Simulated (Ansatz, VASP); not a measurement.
**Two plane-wave programs on In**

```xyz
3
Lattice="3.0113 0.0000 0.0000 0.0000 5.0641 0.0000 0.0000 0.0000 6.1403" Properties=species:S:1:pos:R:3 pbc="T T T"
In    0.0000    0.0000    1.5710
In    0.0000    0.0000    4.5693
In    0.0000    2.5321    0.0000
```

Alike in both runs: task single point; functional PBE; k mesh 6 × 4 × 4; occupations gaussian, width 0.1 eV; no spin polarisation.

|  | VASP | Ansatz |
| --- | --- | --- |
| version | VASP 6.6.1 | Ansatz 0.2.0 |
| potentials or method | VASP PAW PBE potentials, release 64 (In_d), cutoff 520 eV | scalar-relativistic, plane waves, PAW |
| valence electrons in the cell | 39 | 39 |

```csv
,VASP,Ansatz,Ansatz less VASP
gap on the k mesh at the Fermi level (eV),none,none,-
pressure (GPa),3.0,3.0,+0.02
"traceless stress, the component that is largest in VASP (GPa)",-0.43,-0.43,-0.002
rms of the force components (eV/Å),0.204,0.204,-0.0002
```

Atom by atom the forces differ by 0.000 eV/Å (rms over components). A gap of «none» marks a metal or a gap that the smearing closes. With one functional, cell and mesh, what is left measures potentials, basis and numerics.
